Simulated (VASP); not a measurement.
Wanted: the native input for a VASP 6.6.1 run.

* Task: single point
* Functional: PBE
* Potentials or basis: VASP PAW PBE potentials, release 64 (Zn, S)
* Cutoff: 520 eV
* k mesh: 6 × 6 × 6
* Occupations: gaussian, width 0.01 eV
* Spin: no spin polarisation
* Dipole correction: no
* Further INCAR settings: ALGO = Normal; EDIFF = 1e-07; NBANDS = 16

The structure of ZnS lies in POSCAR:

```
ZnS
1.0
    0.0000000000      2.7020000000      2.7020000000
    2.7020000000      0.0000000000      2.7020000000
    2.7020000000      2.7020000000      0.0000000000
Zn S
1 1
Direct
    0.2500000000      0.2500000000      0.2500000000
   -0.0185048113     -0.0185048113      0.0185048113
```

One way to write it, as run:

INCAR

```
PREC     = Accurate       # precision mode
ENCUT    = 520            # plane-wave cutoff, eV
EDIFF    = 1E-7           # SCF threshold, eV
ISMEAR   = 0              # smearing method
SIGMA    = 0.01           # smearing width, eV
LREAL    = F              # projectors in reciprocal space
LASPH    = T              # aspherical terms in the spheres
NELM     = 60             # most SCF steps
ALGO     = Normal         # electronic algorithm
ISIF     = 2              # what is computed and relaxed
LWAVE    = F              # write WAVECAR
LCHARG   = F              # write CHGCAR
GGA      = PE             # functional
NBANDS   = 16             # bands
```

KPOINTS

```
Automatic mesh
0
Gamma
  6 6 6
```

Potentials or basis: VASP PAW PBE potentials, release 64 (Zn, S).

Command:

```bash
$ cat potpaw_PBE.64/Zn/POTCAR potpaw_PBE.64/S/POTCAR > POTCAR
$ mpirun -np 1 vasp_std > vasp.out
```

It gave:

* Pressure: 2.1 GPa
* Largest force: 0.579 eV/Å
* Band gap on the k mesh: 2.05 eV, direct

It took 12 s on 1 thread of Intel(R) Xeon(R) 6975P-C (Granite Rapids), on a shared host, peak memory 0.17 GiB.
